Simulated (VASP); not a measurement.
Write the native input for VASP 6.6.1 that does the following.

```yaml
Task: single point
Functional: PBE
Potentials_or_basis: VASP PAW PBE potentials, release 64 (O, H, Mg, Cl)
Cutoff: 520 eV
k_mesh: 1 × 1 × 1
Occupations: fermi-dirac, width 0.05 eV
Spin: no spin polarisation
Dipole_correction: no
Further_INCAR_settings: ALGO = Normal; EDIFF = 1e-06; NBANDS = 59
```

The structure of MgH16Cl2O8 lies in POSCAR:

```
MgH16Cl2O8
1.0
    6.5061090000      0.0000000000      0.0000000000
    0.0000000000      6.5061090000      0.0000000000
    0.0000000000      0.0000000000      6.5061090000
O H Mg Cl
8 16 1 2
Direct
    0.2369619076      0.0648160060      0.3105850209
    0.3459671518      0.4594297452      0.4679755596
    0.9714562114      0.8515996274      0.9637096458
    0.7921785510      0.4394792648      0.8030298908
   -0.0976005782      0.2820887261      0.2182410408
    0.1766954719      0.2428179423     -0.2318897516
    0.4209582102      0.7560740221     -0.1982598201
    0.7530153583      0.0687353993     -0.3711281197
    0.3034840025     -0.0447271941      0.3801657796
    0.2822885384      0.1953548580      0.3440151402
    0.4441056859      0.4343302579      0.3517617058
    0.2963215034      0.6005125337      0.4490548806
    1.1018874722      0.7938077890      0.9085922169
    0.9822614407      0.8158332423      1.0959545867
    0.8329863518      0.5009292036      0.6630691247
    0.7142210498      0.5261209119      0.9002769551
   -0.2417266603      0.2116779783      0.2425873898
   -0.1403911309      0.4270601676      0.2178260463
    0.3320571481      0.2551601887     -0.1559764830
    0.2197165771      0.3279686830     -0.3462745552
    0.4088618866      0.6082898396     -0.1719460894
    0.4665000233      0.7676785003     -0.0663530230
    0.6866315950     -0.0509674830     -0.3996090444
    0.6340809845      0.1679037348     -0.3499633959
   -0.0552557604      0.1753736373      0.9242390498
    0.8330017219      0.6817438810      0.3662250356
    0.4828385138      0.3783367294      0.0750986496
```

The input as run:

INCAR

```
SYSTEM = MgH16Cl2O8
PREC = Accurate
ENCUT = 520
EDIFF = 1E-6
ISMEAR = -1
SIGMA = 0.05
LREAL = .FALSE.
LASPH = .TRUE.
NELM = 120
ALGO = Normal
ISIF = 2
LWAVE = .FALSE.
LCHARG = .FALSE.
GGA = PE
NBANDS = 59
GGA_COMPAT = .FALSE.
```

KPOINTS

```
Automatic mesh
0
G
  1 1 1
  0 0 0
```

Potentials or basis: VASP PAW PBE potentials, release 64 (O, H, Mg, Cl).

Launch:

```bash
$ cat potpaw_PBE.64/O/POTCAR potpaw_PBE.64/H/POTCAR potpaw_PBE.64/Mg/POTCAR potpaw_PBE.64/Cl/POTCAR > POTCAR
$ mpirun -np 1 vasp_gam > vasp.out
```

It gave:

```json
{
  "Pressure": "4.7 GPa",
  "Largest force": "6.085 eV/Å"
}
```

Caveat: the k points lie up to 0.97 Å⁻¹ apart, too coarse for converged energies, forces and pressures; the atoms stand as in a frame of molecular dynamics.

Run time: 58 s on 1 thread of Intel Xeon 8259CL (shared host), peak memory 0.31 GiB.
